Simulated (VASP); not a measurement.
# Be2S3 (Pmm2) in VASP: further runs

Runs on Be2S3. Level: PBE. Tasks: single point, relaxation of cell and atoms.

Program: VASP 6.6.1. These are calculated values, not measurements. Logs are shortened: lines on timing, memory, paths and dates and some standing lists are left out, and cuts for length are marked.

## (1) The cell of the first run

It takes space group Pmm2 (No. 25, orthorhombic). The conventional cell has a = 3.412 Å, b = 4.904 Å, c = 6.049 Å, α = 90.00°, β = 90.00°, γ = 90.00°. Within 2.6 Å of Be (site symmetry mm2) lie 4 S at 1.99 to 2.24 Å. Within 2.8 Å of Be (site symmetry mm2) lie 4 S at 2.13 Å. Within 2.8 Å of S (site symmetry m) lie 3 Be at 2.13 to 2.24 Å and 2 S at 2.39 to 2.51 Å. S (site symmetry mm2) has 2 Be at 1.99 Å within 2.6 Å.

The cell was generated, and may not be a known phase.

## (2) Single point, PBE

File INCAR:

```
SYSTEM = Be2S3
ALGO = Normal ; EDIFF = 1E-6
ENCUT = 520 ; GGA = PE
ISIF = 2 ; ISMEAR = 0
LASPH = .TRUE. ; LCHARG = .FALSE.
LREAL = .FALSE. ; LWAVE = .FALSE.
NBANDS = 19 ; NELM = 60
PREC = Accurate ; SIGMA = 0.1
```

File KPOINTS:

```
k-points
0
G
  4 4 6
  0 0 0
```

File POSCAR:

```
Be2S3
1.0
    4.9036117050      0.0000000000      0.0000000000
    0.0000000000      3.4120751007      0.0000000000
    0.0000000000      0.0000000000      6.0488911177
Be S
2 3
Direct
    0.0000000000      0.0000000000      0.0016233624
    0.5000000000      0.5000000000      0.3423862286
    0.2435861253      0.0000000000      0.3157830408
    0.7564138747      0.0000000000      0.3157830408
    0.0000000000      0.5000000000      0.8328727410
```

Potentials or basis: VASP PAW PBE potentials, release 64 (Be, S).

Started as:

```
cat potpaw_PBE.64/Be/POTCAR potpaw_PBE.64/S/POTCAR > POTCAR
mpirun -np 1 vasp_std > vasp.out
```

OUTCAR:

```text
SYSTEM = Be2S3
   EDIFF = 1E-6
   ENCUT = 520
   GGA = PE
   ISIF = 2
   ISMEAR = 0
   LASPH = .TRUE.
   LREAL = .FALSE.
   NELM = 60
   PREC = Accurate

 ion  position               nearest neighbor table
   1  0.000  0.000  0.002-   5 1.99   5 1.99   3 2.24   4 2.24
   2  0.500  0.500  0.342-   3 2.13   4 2.13   3 2.13   4 2.13
   3  0.244  0.000  0.316-   2 2.13   2 2.13   1 2.24   4 2.39   4 2.51
   4  0.756  0.000  0.316-   2 2.13   2 2.13   1 2.24   3 2.39   3 2.51
   5  0.000  0.500  0.833-   1 1.99   1 1.99

  LATTYP: Found a simple orthorhombic cell.
 ALAT       =     3.4120751007
 B/A-ratio  =     1.4371347524
 C/A-ratio  =     1.7727895604

  Lattice vectors:

 A1 = (   0.0000000000,  -3.4120751007,   0.0000000000)
 A2 = (   4.9036117050,   0.0000000000,   0.0000000000)
 A3 = (   0.0000000000,   0.0000000000,   6.0488911177)

Analysis of symmetry for initial positions (statically):
=====================================================================
 Subroutine PRICEL returns:
 Original cell was already a primitive cell.

 Routine SETGRP: Setting up the symmetry group for a
 simple orthorhombic supercell.

 Subroutine GETGRP returns: Found  4 space group operations
 (whereof  4 operations were pure point group operations)
 out of a pool of  8 trial point group operations.

The static configuration has the point symmetry C_2v.

Analysis of symmetry for dynamics (positions and initial velocities):
=====================================================================
 Subroutine PRICEL returns:
 Original cell was already a primitive cell.

 Routine SETGRP: Setting up the symmetry group for a
 simple orthorhombic supercell.

 Subroutine GETGRP returns: Found  4 space group operations
 (whereof  4 operations were pure point group operations)
 out of a pool of  8 trial point group operations.

The dynamic configuration has the point symmetry C_2v.

 Subroutine INISYM returns: Found  4 space group operations
 (whereof  4 operations are pure point group operations),
 and found     1 'primitive' translations

----------------------------------------------------------------------------------------

                                     Primitive cell

  volume of cell :     101.2070

  direct lattice vectors                    reciprocal lattice vectors
     4.903611705  0.000000000  0.000000000     0.203931318  0.000000000  0.000000000
     0.000000000  3.412075101  0.000000000     0.000000000  0.293076785  0.000000000
     0.000000000  0.000000000  6.048891118     0.000000000  0.000000000  0.165319557

  length of vectors
     4.903611705  3.412075101  6.048891118     0.203931318  0.293076785  0.165319557

  position of ions in fractional coordinates (direct lattice)
     0.000000000  0.000000000  0.001623362
     0.500000000  0.500000000  0.342386229
     0.243586125  0.000000000  0.315783041
     0.756413875  0.000000000  0.315783041
     0.000000000  0.500000000  0.832872741

  ion indices of the primitive-cell ions
   primitive index   ion index
                 1           1
                 2           2
                 3           3
                 4           4
                 5           5

----------------------------------------------------------------------------------------

 KPOINTS: k-points

Automatic generation of k-mesh.
 Grid dimensions read from file:
 generate k-points for:    4    4    6

 Generating k-lattice:

  Cartesian coordinates                     Fractional coordinates (reciprocal lattice)
     0.050982830  0.000000000  0.000000000     0.250000000  0.000000000  0.000000000
     0.000000000  0.073269196  0.000000000     0.000000000  0.250000000  0.000000000
     0.000000000  0.000000000  0.027553260     0.000000000  0.000000000  0.166666667

  Length of vectors
     0.050982830  0.073269196  0.027553260

  Shift w.r.t. Gamma in fractional coordinates (k-lattice)
     0.000000000  0.000000000  0.000000000

 Subroutine IBZKPT returns following result:
 ===========================================

 Found     36 irreducible k-points:

 Following reciprocal coordinates:
            Coordinates               Weight
  0.000000  0.000000  0.000000      1.000000
  0.250000  0.000000  0.000000      2.000000
  0.500000  0.000000  0.000000      1.000000
  0.000000  0.250000  0.000000      2.000000
  0.250000  0.250000  0.000000      4.000000
  0.500000  0.250000  0.000000      2.000000
[... 16 lines left out ...]
  0.250000  0.250000  0.333333      8.000000
  0.500000  0.250000  0.333333      4.000000
 [... further k-points ...]
   k-points           NKPTS =     36   k-points in BZ     NKDIM =     36   number of bands    NBANDS=     19
   number of dos      NEDOS =    301   number of ions     NIONS =      5
   total plane-waves  NPLWV =  48384
   dimension x,y,z NGX =    36 NGY =   28 NGZ =   48
   dimension x,y,z NGXF=    72 NGYF=   56 NGZF=   96
   ions per type =               2   3
   NGX,Y,Z   is equivalent  to a cutoff of  12.20, 13.64, 13.19 a.u.
   NGXF,Y,Z  is equivalent  to a cutoff of  24.41, 27.28, 26.38 a.u.
 SYSTEM =  Be2S3
   PREC   = accura    normal or accurate (medium, high low for compatibility)
   ISTART =      0    job   : 0-new  1-cont  2-samecut
   ICHARG =      2    charge: 1-file 2-atom 10-const
   ISPIN  =      1    spin polarized calculation?
   LNONCOLLINEAR =      F non collinear calculations
   LSORBIT =      F    spin-orbit coupling
   LASPH  =      T    aspherical Exc in radial PAW
   ENCUT  =  520.0 eV  38.22 Ry    6.18 a.u.   9.12  6.34 11.25*2*pi/ulx,y,z
   NELM   =     60;   NELMIN=  2; NELMDL= -5     # of ELM steps
   EDIFF  = 0.1E-05   stopping-criterion for ELM
   LREAL  =      F    real-space projection
   EDIFFG = 0.1E-04   stopping-criterion for IOM
   NSW    =      0    number of steps for IOM
   IBRION =     -1    ionic relax: 0-MD 1-quasi-New 2-CG
   NFREE  =      0    steps in history (QN), initial steepest desc. (CG)
   ISIF   =      2    stress and relaxation
   ISYM   =      2    0-nonsym 1-usesym 2-fastsym
   POTIM  = 0.5000    time-step for ionic-motion
   TEBEG  =    0.0;   TEEND  =   0.0 temperature during run
   PSTRESS=    0.0 pullay stress
   NELECT =      22.0000    total number of electrons
   NUPDOWN=      -1.0000    fix difference up-down
   EMIN   =  10.00;   EMAX   =-10.00  energy-range for DOS
   EFERMI =   0.00;   METHOD = LEGACY
   ISMEAR =     0;   SIGMA  =   0.10  broadening in eV -4-tet -1-fermi 0-gaus
   EFERMI_NEDOS =   21; number of points for ismear=-14 and -15
   IALGO  =     38    algorithm
   IMIX   =      4    mixing-type and parameters
     AMIX     =   0.40;   BMIX     =  1.00
     AMIX_MAG =   1.60;   BMIX_MAG =  1.00
  volume/ion in A,a.u.               =      20.24       136.60
  Fermi-wavevector in a.u.,A,eV,Ry     =   0.984341  1.860135 13.183056  0.968927
  Thomas-Fermi vector in A             =   2.115567
   LORBIT       =      0    0 simple, 1 ext, 2 COOP (PROOUT), +10 PAW based schemes
   GGA     = PE    functional components
   LHFCALC =     F    Hartree Fock is set to
   AEXX    =    0.0000 exact exchange contribution
   IVDW    =     0    specifies the selected vdW correction
   LEPSILON=     F    determine dielectric tensor
   LRPA    =     F    only Hartree local field effects (RPA)
 non-spin polarized calculation
 Gauss-broadening in eV      SIGMA  =   0.10
  energy-cutoff  :      520.00
  volume of cell :      101.21
 maximum number of plane-waves:      2752
   NGX = 19   NGY = 13   NGZ = 23

 number of electron      22.0000002 magnetization

 Free energy of the ion-electron system (eV)
  ---------------------------------------------------
  ext. energy  EPLUGINS =         0.00000000
  ---------------------------------------------------
  free energy    TOTEN  =       -21.46398677 eV

  energy without entropy =      -21.45041645  energy(sigma->0) =      -21.45720161

 E-fermi :   1.9678     XC(G=0):  -8.2671

 val. band max:        1.9645275650   @ k =   0.2500   0.0000   0.0000
 cond. band min:       1.9910414821   @ k =   0.0000   0.5000   0.5000
 fundamental gap:      0.0265139171
 Fermi energy:         1.9678272535

 k-point     1 :       0.0000    0.0000    0.0000
  band No.  band energies     occupation
      1     -13.0528      2.00000
      2      -9.2441      2.00000
      3      -9.1334      2.00000
      4      -5.4120      2.00000
      5      -2.8698      2.00000
      6      -1.6549      2.00000
[... 11 lines left out ...]
     18       8.9191      0.00000
     19      10.0703      0.00000

 k-point     2 :       0.2500    0.0000    0.0000
  band No.  band energies     occupation
      1     -12.7218      2.00000
      2     -10.2815      2.00000
      3      -9.1787      2.00000
      4      -3.8161      2.00000
      5      -2.4801      2.00000
      6      -1.4135      2.00000
[... 11 lines left out ...]
     18       9.0513      0.00000
     19       9.6557      0.00000

 k-point     3 :       0.5000    0.0000    0.0000
  band No.  band energies     occupation
      1     -11.7614      2.00000
      2     -11.7448      2.00000
      3      -9.1658      2.00000
      4      -2.2525      2.00000
      5      -1.5515      2.00000
      6      -1.0286      2.00000
[... 11 lines left out ...]
     18       9.1418      0.00000
     19      10.4721      0.00000

 k-point     4 :       0.0000    0.2500    0.0000
  band No.  band energies     occupation
      1     -12.8059      2.00000
      2      -8.9910      2.00000
      3      -8.7798      2.00000
      4      -5.3034      2.00000
      5      -3.2346      2.00000
      6      -2.4060      2.00000
[... 407 lines left out ...]
     18       8.9600      0.00000
     19       9.6476      0.00000

 k-point    23 :       0.2500    0.2500    0.3333
  band No.  band energies     occupation
      1     -12.4623      2.00000
      2      -9.9629      2.00000
      3      -8.9921      2.00000
      4      -3.6176      2.00000
      5      -3.0351      2.00000
      6      -1.9180      2.00000
[... 11 lines left out ...]
     18       9.3096      0.00000
     19      10.1126      0.00000

 k-point    24 :       0.5000    0.2500    0.3333
  band No.  band energies     occupation
      1     -11.5180      2.00000
      2     -11.4347      2.00000
      3      -8.9789      2.00000
      4      -2.5407      2.00000
      5      -2.0317      2.00000
      6      -1.4122      2.00000
[... 11 lines left out ...]
     18      10.2229      0.00000
     19      10.2797      0.00000

 [... further k-points ...]
[... 5 lines left out ...]
  --------------------------------------------------------------------------------------
  -------------------------------------------------------------------------------------
  Total       -0.0579263     -0.0826489      0.1108341      0.0000000      0.0000000      0.0000000
  in kB       -0.9170133     -1.3083897      1.7545822      0.0000000      0.0000000      0.0000000
  external PRESSURE =      -0.1569402 kB  Pullay stress =       0.0000000 kB

 VOLUME and BASIS-vectors are now :
 -----------------------------------------------------------------------------
  energy-cutoff  :      520.00
  volume of cell :      101.21
      direct lattice vectors                 reciprocal lattice vectors
     4.903611705  0.000000000  0.000000000     0.203931318  0.000000000  0.000000000
     0.000000000  3.412075101  0.000000000     0.000000000  0.293076785  0.000000000
     0.000000000  0.000000000  6.048891118     0.000000000  0.000000000  0.165319557

 POSITION                                       TOTAL-FORCE (eV/Angst)
 -----------------------------------------------------------------------------------
      0.00000      0.00000      0.00982         0.000000     -0.000000     -0.017055
      2.45181      1.70604      2.07106         0.000000     -0.000000     -0.002311
      1.19445      0.00000      1.91014        -0.004002      0.000000      0.007958
      3.70916      0.00000      1.91014         0.004002     -0.000000      0.007958
      0.00000      1.70604      5.03796         0.000000     -0.000000      0.003450
 -----------------------------------------------------------------------------------
    total drift:                                0.000000     -0.000000     -0.000050

  FREE ENERGIE OF THE ION-ELECTRON SYSTEM (eV)
  ---------------------------------------------------
  free  energy   TOTEN  =       -21.4639867668 eV

  energy  without entropy=      -21.4504164474  energy(sigma->0) =      -21.45720161
```

It took 24 s on 1 thread of Intel Xeon 6975P-C (Granite Rapids), shared host; peak memory 0.23 GiB.

What came out:

```
Free energy            : -21.4640 eV
Pressure               : 0.0 GPa
Largest force          : 0.017 eV/Å
Band gap on the k mesh : zero (bands 11 and 12 overlap by 1.01 eV)
```

Forces on the atoms (eV/Å):
```
Be   0.000  0.000 -0.017
Be   0.000  0.000 -0.002
S   -0.004  0.000  0.008
S    0.004  0.000  0.008
S    0.000  0.000  0.003
```

Stress tensor (GPa, compression positive):
```
-0.09  0.00  0.00
 0.00 -0.13  0.00
 0.00  0.00  0.18
```

Caveat: the k points lie up to 0.46 Å⁻¹ apart, too coarse for converged energies and pressures of a metal; this functional lacks dispersion, which binds layers or chains, so the pressure and a relaxed spacing across them are unreliable.

## (3) Single point, PBE

File INCAR:

```
PREC = Accurate ; ENCUT = 520
EDIFF = 1E-7 ; ISMEAR = 0
SIGMA = 0.1 ; LREAL = F
LASPH = T ; NELM = 100
ALGO = Normal ; ISIF = 2
LWAVE = F ; LCHARG = F
GGA = PE ; NBANDS = 19
```

File KPOINTS:

```
Automatic mesh
0
Gamma
  6 4 4
```

File POSCAR:

```
Be2S3
1.0
    3.4120751007      0.0000000000      0.0000000000
    0.0000000000      4.9036117050      0.0000000000
    0.0000000000      0.0000000000      6.0488911177
Be S
2 3
Direct
    0.0000000000      0.0000000000      0.9983766376
    0.5000000000      0.5000000000      0.6576137714
    0.0000000000      0.2435861253      0.6842169592
    0.0000000000      0.7564138747      0.6842169592
    0.5000000000      0.0000000000      0.1671272590
```

Potentials or basis: VASP PAW PBE potentials, release 64 (Be, S).

Started as:

```
cat potpaw_PBE.64/Be/POTCAR potpaw_PBE.64/S/POTCAR > POTCAR
mpirun -np 1 vasp_std > vasp.out
```

Run time: 27 s. Hardware: 1 thread of Intel Xeon 6975P-C (Granite Rapids), shared host; peak memory 0.23 GiB.

The run converged. Its results:

```yaml
Free_energy: -21.4882 eV
Pressure: 0.0 GPa
Largest_force: 0.018 eV/Å
Band_gap_on_the_k_mesh: zero (bands 11 and 12 overlap by 0.88 eV)
```

Forces in eV/Å, atoms in the order of the input:
```
Be   0.000  0.000 -0.010
Be   0.000  0.000  0.012
S    0.000  0.017 -0.003
S    0.000 -0.017 -0.003
S    0.000  0.000  0.003
```

Stress tensor (GPa, compression positive):
```
-0.30  0.00  0.00
 0.00  0.04  0.00
 0.00  0.00  0.21
```

Levels at points of the mesh, in eV from the Fermi level:
```
           k point  band 7  band 8  band 9  band 10  band 11  band 12  band 13  band 14  band 15  band 16
(0.00, 0.00, 0.00)   -1.66   -0.94   -0.49    -0.37     0.08     3.18     3.57     3.68     4.82     5.63
(0.50, 0.00, 0.00)   -3.65   -3.36   -1.44    -0.74     0.14     3.15     3.40     4.49     5.27     5.67
(0.00, 0.50, 0.00)   -2.56   -1.79   -1.70    -1.27    -0.58     0.15     4.36     4.92     5.66     6.34
(0.50, 0.50, 0.00)   -2.88   -2.59   -1.67    -1.35    -1.26    -0.19     2.86     4.30     6.43     7.21
(0.00, 0.00, 0.50)   -2.12   -1.31   -0.99     0.08     0.27     3.14     3.67     3.88     5.55     5.96
(0.50, 0.00, 0.50)   -3.62   -2.64   -0.98    -0.82     0.02     2.54     3.50     4.54     4.95     6.18
(0.00, 0.50, 0.50)   -2.36   -1.72   -1.58    -1.11    -0.75    -0.57     3.98     5.06     5.28     6.32
(0.50, 0.50, 0.50)   -2.66   -2.40   -1.52    -1.37    -0.73    -0.47     3.48     5.20     5.91     6.11
```

Caveat: this functional lacks dispersion, which binds layers or chains, so the pressure and a relaxed spacing across them are unreliable.

[end of part 1 of 2]

The gap in the log of VASP goes by the Fermi energy; the results here count the filled bands.